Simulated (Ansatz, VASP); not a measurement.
## Ca: VASP beside Ansatz

INCAR

```
PREC = Accurate ; ENCUT = 520
EDIFF = 1E-6 ; ISMEAR = 0
SIGMA = 0.1 ; LREAL = False
LASPH = True ; NELM = 60
ALGO = Normal ; ISIF = 2
LWAVE = False ; LCHARG = False
GGA = PE ; NBANDS = 11
```

The input KPOINTS:

```
regular mesh
0
Gamma
  12 12 12
```

The input POSCAR:

```
Ca
1.0
    3.4363962680      0.1395462536      0.1395462536
    0.1395462536      3.4363962680     -0.1395462536
    0.1395462536     -0.1395462536      3.4363962680
Ca
1
Direct
    0.0000000000      0.0000000000      0.0000000000
```

Input for Ansatz:

```yaml
crystal:
  lattice:
    - [3.436396268, 0.1395462536, 0.1395462536]
    - [0.1395462536, 3.436396268, -0.1395462536]
    - [0.1395462536, -0.1395462536, 3.436396268]
  atoms:
    - { symbol: Ca, position: [0.0, 0.0, 0.0] }
basis:
  ecutwfc: 420
kpoints:
  mp_grid: { grid: [12, 12, 12] }
hamiltonian:
  xc: pbe
scf:
  occupations: { method: gaussian, width: 0.1 }
output:
  forces: true
  stress: true
  eigenvalues: true
```

Alike in both runs: task single point; functional PBE; k mesh 12 × 12 × 12; occupations gaussian, width 0.1 eV; no spin polarisation.

|  | VASP | Ansatz |
| --- | --- | --- |
| version | VASP 6.6.1 | Ansatz 0.2.0 |
| potentials or method | VASP PAW PBE potentials, release 64 (Ca_sv), cutoff 520 eV | scalar-relativistic, plane waves, PAW |
| valence electrons in the cell | 10 | 10 |

```tsv
	VASP	Ansatz	Ansatz less VASP
gap on the k mesh at the Fermi level (eV)	none	none	-
pressure (GPa)	0.9	0.9	0.00
traceless stress, the component that is largest in VASP (GPa)	0.74	0.74	+0.001
```

A gap of «none» marks a metal or a gap that the smearing closes. With one functional, cell and mesh, what is left measures potentials, basis and numerics.
